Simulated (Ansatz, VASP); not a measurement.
**Zr2B in VASP and in Ansatz**

```
Zr B
1.0
     5.64063    0.00000    0.00000
     0.00000    5.71254    0.00000
     0.00000    0.00000    3.47900
Zr B
4 2
Direct
  0.25793 0.33527 0.00000
  0.74207 0.66473 0.00000
  0.75793 0.16473 0.50000
  0.24207 0.83527 0.50000
  0.00000 0.00000 0.00000
  0.50000 0.50000 0.50000
```

Alike in both runs: functional r2SCAN; k mesh 8 × 8 × 12; occupations gaussian, width 0.1 eV; no spin polarisation.

Ansatz relaxed the structure, and its values are those at the end. VASP's run is a single point on that final structure, the one shown.

```csv
,VASP,Ansatz
version,VASP 6.6.1,Ansatz 0.2.0
potentials or method,"VASP PAW PBE potentials, release 64 (Zr_sv, B), cutoff 520 eV","scalar-relativistic, plane waves, PAW"
valence electrons in the cell,54,54
```

|  | VASP | Ansatz | Ansatz less VASP |
| --- | --- | --- | --- |
| gap on the k mesh at the Fermi level (eV) | none | none | - |
| pressure (GPa) | 0.0 | 0.0 | -0.05 |

VASP's potentials were made for PBE, not for r2SCAN. A gap of «none» marks a metal or a gap that the smearing closes.
